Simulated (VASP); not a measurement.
# Ge2Sb2Te5 (P-3m1) in VASP: single point with PBE

Aim: the single point of Ge2Sb2Te5 with PBE.

Everything below comes from runs of VASP 6.6.1. Logs are shortened: lines on timing, memory, paths and dates and some standing lists are left out, and cuts for length are marked.

## Step 1: The cell of the first run

The structure is trigonal, space group P-3m1 (No. 164). Conventional cell: a = 4.264 Å, b = 4.264 Å, c = 18.316 Å, α = 90.00°, β = 90.00°, γ = 120.00°. Ge (site symmetry 3m) has 6 Te at 2.84 to 3.32 Å within 3.7 Å. Sb (site symmetry 3m) has 6 Te at 3.02 to 3.19 Å within 4.0 Å. Within 4.3 Å of Te (site symmetry -3m) lie 6 Sb at 3.19 Å and 6 Te at 4.26 Å. Within 4.0 Å of Te (site symmetry 3m) lie 3 Sb at 3.02 Å and 3 Ge at 3.32 Å. Te (site symmetry 3m) has 3 Ge at 2.84 Å within 3.7 Å.

## Step 2: Single point, PBE (the distance across one plane changed)

The input, INCAR:

```
PREC     = Accurate       # precision mode
ENCUT    = 520            # plane-wave cutoff, eV
EDIFF    = 1E-6           # SCF threshold, eV
ISMEAR   = 0              # smearing method
SIGMA    = 0.15           # smearing width, eV
LREAL    = F              # projectors in reciprocal space
LASPH    = T              # aspherical terms in the spheres
NELM     = 60             # most SCF steps
ALGO     = Normal         # electronic algorithm
ISIF     = 2              # what is computed and relaxed
LWAVE    = F              # write WAVECAR
LCHARG   = T              # write CHGCAR
GGA      = PE             # functional
LELF     = T              # ELF
LVHAR    = T            
NBANDS   = 44             # bands
```

The input, KPOINTS:

```
regular mesh
0
Gamma
  11 11 3
```

The input, POSCAR:

```
Ge2Sb2Te5
1.0
   -4.2638280272      0.0000000000      0.0000000000
   -2.1319140136     -3.6925833890      0.0000000000
    0.0000000000      0.0000000000     18.3157398959
Ge Sb Te
2 2 5
Direct
    0.0000000000      0.0000000000      0.8207246997
    1.0000000000      1.0000000000      0.1656258381
    0.3333333333      0.3333333333      0.6039037069
    0.6666666667      0.6666666667      0.3824468309
    1.0000000000      1.0000000000      0.4931752689
    0.3333333333      0.3333333333      0.2870972594
    0.6666666667      0.6666666667      0.6992532783
    0.3333333333      0.3333333333      0.8979774881
    0.6666666667      0.6666666667      0.0883730497
```

Potentials or basis: VASP PAW PBE potentials, release 64 (Ge_d, Sb, Te).

Run with:

```console
$ cat potpaw_PBE.64/Ge_d/POTCAR potpaw_PBE.64/Sb/POTCAR potpaw_PBE.64/Te/POTCAR > POTCAR
$ mpirun -np 1 vasp_std > vasp.out
```

OUTCAR:

```text
PREC = Accurate
   ENCUT = 520
   EDIFF = 1E-6
   ISMEAR = 0
   LREAL = F
   LASPH = T
   NELM = 60
   ISIF = 2
   GGA = PE

 ion  position               nearest neighbor table
   1  0.000  0.000  0.821-   8 2.84   8 2.84   8 2.84
   2  0.000  0.000  0.166-   9 2.84   9 2.84   9 2.84
   3  0.333  0.333  0.604-   7 3.02   7 3.02   7 3.02   5 3.19   5 3.19   5 3.19
   4  0.667  0.667  0.382-   6 3.02   6 3.02   6 3.02   5 3.19   5 3.19   5 3.19
   5  0.000  0.000  0.493-   3 3.19   4 3.19   3 3.19   4 3.19   3 3.19   4 3.19
   6  0.333  0.333  0.287-   4 3.02   4 3.02   4 3.02
   7  0.667  0.667  0.699-   3 3.02   3 3.02   3 3.02
   8  0.333  0.333  0.898-   1 2.84   1 2.84   1 2.84
   9  0.667  0.667  0.088-   2 2.84   2 2.84   2 2.84

  LATTYP: Found a hexagonal cell.
 ALAT       =     4.2638280273
 C/A-ratio  =     4.2956094333

  Lattice vectors:

 A1 = (   2.1319140136,   3.6925833890,   0.0000000000)
 A2 = (  -4.2638280272,   0.0000000000,   0.0000000000)
 A3 = (   0.0000000000,   0.0000000000,  18.3157398959)

Analysis of symmetry for initial positions (statically):
=====================================================================
 Subroutine PRICEL returns:
 Original cell was already a primitive cell.

 Routine SETGRP: Setting up the symmetry group for a
 hexagonal supercell.

 Subroutine GETGRP returns: Found 12 space group operations
 (whereof  6 operations were pure point group operations)
 out of a pool of 24 trial point group operations.

The static configuration has the point symmetry C_3v.
 The point group associated with its full space group is D_3d.

Analysis of symmetry for dynamics (positions and initial velocities):
=====================================================================
 Subroutine PRICEL returns:
 Original cell was already a primitive cell.

 Routine SETGRP: Setting up the symmetry group for a
 hexagonal supercell.

 Subroutine GETGRP returns: Found 12 space group operations
 (whereof  6 operations were pure point group operations)
 out of a pool of 24 trial point group operations.

The dynamic configuration has the point symmetry C_3v.
 The point group associated with its full space group is D_3d.

 Subroutine INISYM returns: Found 12 space group operations
 (whereof  6 operations are pure point group operations),
 and found     1 'primitive' translations

----------------------------------------------------------------------------------------

                                     Primitive cell

  volume of cell :     288.3729

  direct lattice vectors                    reciprocal lattice vectors
    -4.263828027  0.000000000  0.000000000    -0.234531035  0.135406556  0.000000000
    -2.131914014 -3.692583389  0.000000000     0.000000000 -0.270813112  0.000000000
     0.000000000  0.000000000 18.315739896     0.000000000  0.000000000  0.054597849

  length of vectors
     4.263828027  4.263828027 18.315739896     0.270813112  0.270813112  0.054597849

  position of ions in fractional coordinates (direct lattice)
     0.000000000  0.000000000  0.820724700
     0.000000000  0.000000000  0.165625838
     0.333333333  0.333333333  0.603903707
     0.666666667  0.666666667  0.382446831
     0.000000000  0.000000000  0.493175269
     0.333333333  0.333333333  0.287097259
     0.666666667  0.666666667  0.699253278
     0.333333333  0.333333333  0.897977488
     0.666666667  0.666666667  0.088373050

  ion indices of the primitive-cell ions
   primitive index   ion index
                 1           1
                 2           2
                 3           3
                 4           4
                 5           5
                 6           6
                 7           7
                 8           8
                 9           9

----------------------------------------------------------------------------------------

 KPOINTS: regular mesh

Automatic generation of k-mesh.
 Grid dimensions read from file:
 generate k-points for:   11   11    3

 Generating k-lattice:

  Cartesian coordinates                     Fractional coordinates (reciprocal lattice)
    -0.021321003  0.012309687  0.000000000     0.090909091  0.000000000  0.000000000
     0.000000000 -0.024619374  0.000000000     0.000000000  0.090909091  0.000000000
     0.000000000  0.000000000  0.018199283     0.000000000  0.000000000  0.333333333

  Length of vectors
     0.024619374  0.024619374  0.018199283

  Shift w.r.t. Gamma in fractional coordinates (k-lattice)
     0.000000000  0.000000000  0.000000000

 Subroutine IBZKPT returns following result:
 ===========================================

 Found     42 irreducible k-points:

 Following reciprocal coordinates:
            Coordinates               Weight
  0.000000  0.000000  0.000000      1.000000
  0.090909  0.000000  0.000000      6.000000
  0.181818 -0.000000  0.000000      6.000000
  0.272727  0.000000  0.000000      6.000000
  0.363636  0.000000  0.000000      6.000000
  0.454545  0.000000  0.000000      6.000000
[... 16 lines left out ...]
  0.272727  0.272727  0.333333      6.000000
  0.363636  0.000000  0.333333      6.000000
 [... further k-points ...]
   k-points           NKPTS =     42   k-points in BZ     NKDIM =     42   number of bands    NBANDS=     44
   number of dos      NEDOS =    301   number of ions     NIONS =      9
   total plane-waves  NPLWV = 143360
   dimension x,y,z NGX =    32 NGY =   32 NGZ =  140
   dimension x,y,z NGXF=    64 NGYF=   64 NGZF=  280
   ions per type =               2   2   5
   NGX,Y,Z   is equivalent  to a cutoff of  12.48, 12.48, 12.71 a.u.
   NGXF,Y,Z  is equivalent  to a cutoff of  24.95, 24.95, 25.41 a.u.
 SYSTEM =  unknown system
   PREC   = accura    normal or accurate (medium, high low for compatibility)
   ISTART =      0    job   : 0-new  1-cont  2-samecut
   ICHARG =      2    charge: 1-file 2-atom 10-const
   ISPIN  =      1    spin polarized calculation?
   LNONCOLLINEAR =      F non collinear calculations
   LSORBIT =      F    spin-orbit coupling
   LASPH  =      T    aspherical Exc in radial PAW
   ENCUT  =  520.0 eV  38.22 Ry    6.18 a.u.   7.93  7.93 34.06*2*pi/ulx,y,z
   NELM   =     60;   NELMIN=  2; NELMDL= -5     # of ELM steps
   EDIFF  = 0.1E-05   stopping-criterion for ELM
   LREAL  =      F    real-space projection
   EDIFFG = 0.1E-04   stopping-criterion for IOM
   NSW    =      0    number of steps for IOM
   IBRION =     -1    ionic relax: 0-MD 1-quasi-New 2-CG
   NFREE  =      0    steps in history (QN), initial steepest desc. (CG)
   ISIF   =      2    stress and relaxation
   ISYM   =      2    0-nonsym 1-usesym 2-fastsym
   POTIM  = 0.5000    time-step for ionic-motion
   TEBEG  =    0.0;   TEEND  =   0.0 temperature during run
   PSTRESS=    0.0 pullay stress
   NELECT =      68.0000    total number of electrons
   NUPDOWN=      -1.0000    fix difference up-down
   EMIN   =  10.00;   EMAX   =-10.00  energy-range for DOS
   EFERMI =   0.00;   METHOD = LEGACY
   ISMEAR =     0;   SIGMA  =   0.15  broadening in eV -4-tet -1-fermi 0-gaus
   EFERMI_NEDOS =   21; number of points for ismear=-14 and -15
   IALGO  =     38    algorithm
   IMIX   =      4    mixing-type and parameters
     AMIX     =   0.40;   BMIX     =  1.00
     AMIX_MAG =   1.60;   BMIX_MAG =  1.00
  volume/ion in A,a.u.               =      32.04       216.23
  Fermi-wavevector in a.u.,A,eV,Ry     =   1.011408  1.911284 13.918023  1.022946
  Thomas-Fermi vector in A             =   2.144456
   LORBIT       =      0    0 simple, 1 ext, 2 COOP (PROOUT), +10 PAW based schemes
   GGA     = PE    functional components
   LHFCALC =     F    Hartree Fock is set to
   AEXX    =    0.0000 exact exchange contribution
   IVDW    =     0    specifies the selected vdW correction
   LEPSILON=     F    determine dielectric tensor
   LRPA    =     F    only Hartree local field effects (RPA)
 non-spin polarized calculation
 Gauss-broadening in eV      SIGMA  =   0.15
  energy-cutoff  :      520.00
  volume of cell :      288.37
 maximum number of plane-waves:      7802
   NGX = 15   NGY = 15   NGZ = 69

 number of electron      68.0000024 magnetization

 Free energy of the ion-electron system (eV)
  ---------------------------------------------------
  ext. energy  EPLUGINS =         0.00000000
  ---------------------------------------------------
  free energy    TOTEN  =       -33.85280524 eV

  energy without entropy =      -33.84397352  energy(sigma->0) =      -33.84838938

 E-fermi :   5.7487     XC(G=0):  -9.1210

 val. band max:        5.6868730985   @ k =   0.0909   0.0000   0.3333
 cond. band min:       5.7730123412   @ k =   0.0000   0.0000   0.0000
 fundamental gap:      0.0861392427
 Fermi energy:         5.7486740399

 k-point     1 :       0.0000    0.0000    0.0000
  band No.  band energies     occupation
      1     -19.0986      2.00000
      2     -19.0986      2.00000
      3     -19.0986      2.00000
      4     -19.0986      2.00000
      5     -19.0866      2.00000
      6     -19.0866      2.00000
[... 36 lines left out ...]
     43       7.7093      0.00000
     44       7.8719      0.00000

 k-point     2 :       0.0909    0.0000    0.0000
  band No.  band energies     occupation
      1     -19.0987      2.00000
      2     -19.0987      2.00000
      3     -19.0984      2.00000
      4     -19.0984      2.00000
      5     -19.0867      2.00000
      6     -19.0867      2.00000
[... 36 lines left out ...]
     43       7.9748      0.00000
     44       8.1181      0.00000

 k-point     3 :       0.1818   -0.0000    0.0000
  band No.  band energies     occupation
      1     -19.0991      2.00000
      2     -19.0991      2.00000
      3     -19.0979      2.00000
      4     -19.0979      2.00000
      5     -19.0870      2.00000
      6     -19.0870      2.00000
[... 976 lines left out ...]
     43       8.6297      0.00000
     44       8.9110      0.00000

 k-point    24 :       0.3636    0.0000    0.3333
  band No.  band energies     occupation
      1     -19.1000      2.00000
      2     -19.1000      2.00000
      3     -19.0966      2.00000
      4     -19.0966      2.00000
      5     -19.0877      2.00000
      6     -19.0877      2.00000
[... 36 lines left out ...]
     43       8.7468      0.00000
     44       8.9864      0.00000

 [... further k-points ...]

------------------------ aborting loop because EDIFF is reached ----------------------------------------

  FORCE on cell =-STRESS in cart. coord.  units (eV):
  Direction    XX          YY          ZZ          XY          YZ          ZX
  --------------------------------------------------------------------------------------
  -------------------------------------------------------------------------------------
  Total       -0.1721507     -0.1721507     -0.0262352      0.0000000      0.0000000      0.0000000
  in kB       -0.9564560     -0.9564560     -0.1457605      0.0000000      0.0000000      0.0000000
  external PRESSURE =      -0.6862242 kB  Pullay stress =       0.0000000 kB

 VOLUME and BASIS-vectors are now :
 -----------------------------------------------------------------------------
  energy-cutoff  :      520.00
  volume of cell :      288.37
      direct lattice vectors                 reciprocal lattice vectors
    -4.263828027  0.000000000  0.000000000    -0.234531035  0.135406556  0.000000000
    -2.131914014 -3.692583389  0.000000000     0.000000000 -0.270813112  0.000000000
     0.000000000  0.000000000 18.315739896     0.000000000  0.000000000  0.054597849

 POSITION                                       TOTAL-FORCE (eV/Angst)
 -----------------------------------------------------------------------------------
      0.00000      0.00000     15.03218        -0.000000     -0.000000     -0.004917
      0.00000      0.00000      3.03356         0.000000      0.000000      0.004917
     -2.13191     -1.23086     11.06094         0.000000      0.000000     -0.018727
     -4.26383     -2.46172      7.00480         0.000000      0.000000      0.018727
      0.00000      0.00000      9.03287         0.000000     -0.000000      0.000000
     -2.13191     -1.23086      5.25840        -0.000000      0.000000     -0.014126
     -4.26383     -2.46172     12.80734         0.000000     -0.000000      0.014126
     -2.13191     -1.23086     16.44712         0.000000      0.000000      0.020807
     -4.26383     -2.46172      1.61862        -0.000000     -0.000000     -0.020807
 -----------------------------------------------------------------------------------
    total drift:                                0.000000      0.000000     -0.000077

  FREE ENERGIE OF THE ION-ELECTRON SYSTEM (eV)
  ---------------------------------------------------
  free  energy   TOTEN  =       -33.8528052409 eV

  energy  without entropy=      -33.8439735216  energy(sigma->0) =      -33.84838938
```

It took 8.7 min on 1 thread of Intel Xeon 6975P-C (Granite Rapids), shared host; peak memory 0.69 GiB.

What came out:

```
Free energy            : -33.8528 eV
Pressure               : -0.1 GPa
Largest force          : 0.021 eV/Å
Band gap on the k mesh : 0.09 eV (least direct gap 0.13 eV)
```

Forces in eV/Å, atoms in the order of the input:
```
Ge   0.000  0.000 -0.005
Ge   0.000  0.000  0.005
Sb   0.000  0.000 -0.019
Sb   0.000  0.000  0.019
Te   0.000  0.000  0.000
Te   0.000  0.000 -0.014
Te   0.000  0.000  0.014
Te   0.000  0.000  0.021
Te   0.000  0.000 -0.021
```

Levels at points of the mesh, in eV from the valence-band top:
```csv
k point,band 32,band 33,band 34,band 35,band 36,band 37
"(0.00, 0.00, 0.00)",-1.17,-1.08,-0.04,0.09,0.22,0.22
```

Caveat: the cell differs from its parent crystal (the distance across one plane changed); semilocal functionals underestimate gaps, and a narrow one can read as zero; spin-orbit coupling is left out, which moves the levels of the heavy elements; this functional lacks dispersion, which binds layers or chains, so the pressure and a relaxed spacing across them are unreliable. A k mesh can miss the band edges.
